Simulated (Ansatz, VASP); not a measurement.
## NaH: VASP beside Ansatz

```xyz
2
Lattice="-0.0321 2.4023 2.4023 2.4023 -0.0321 2.4023 2.4023 2.4023 -0.0321" Properties=species:S:1:pos:R:3 pbc="T T T"
Na    0.0000    0.0000    0.0000
H     2.3863    2.3863    2.3863
```

Change from the starting cell: epitaxial_111 strain +1.5%.

Alike in both runs: task single point; functional HSE06; k mesh 6 × 6 × 6; no spin polarisation.

```csv
,VASP,Ansatz
version,VASP 6.6.1,Ansatz 0.2.0
potentials or method,"VASP PAW PBE potentials, release 64 (Na_pv, H)","plane waves, PAW"
plane-wave cutoff (eV),520,420
occupations,"gaussian, width 0.01 eV",fixed
valence electrons in the cell,8,10
```

|  | VASP | Ansatz | Ansatz less VASP |
| --- | --- | --- | --- |
| gap on the k mesh at the Fermi level (eV) | 4.80 | 4.80 | +0.005 |
| pressure (GPa) | -0.5 | -0.5 | 0.00 |
| traceless stress, the component that is largest in VASP (GPa) | 0.30 | 0.30 | 0.000 |

VASP's potentials hold 8 valence electrons a cell and Ansatz's 10, so a difference there can come from the potentials and not from the codes. Ansatz's warnings: stress exchange threshold loose, stress scf threshold loose.
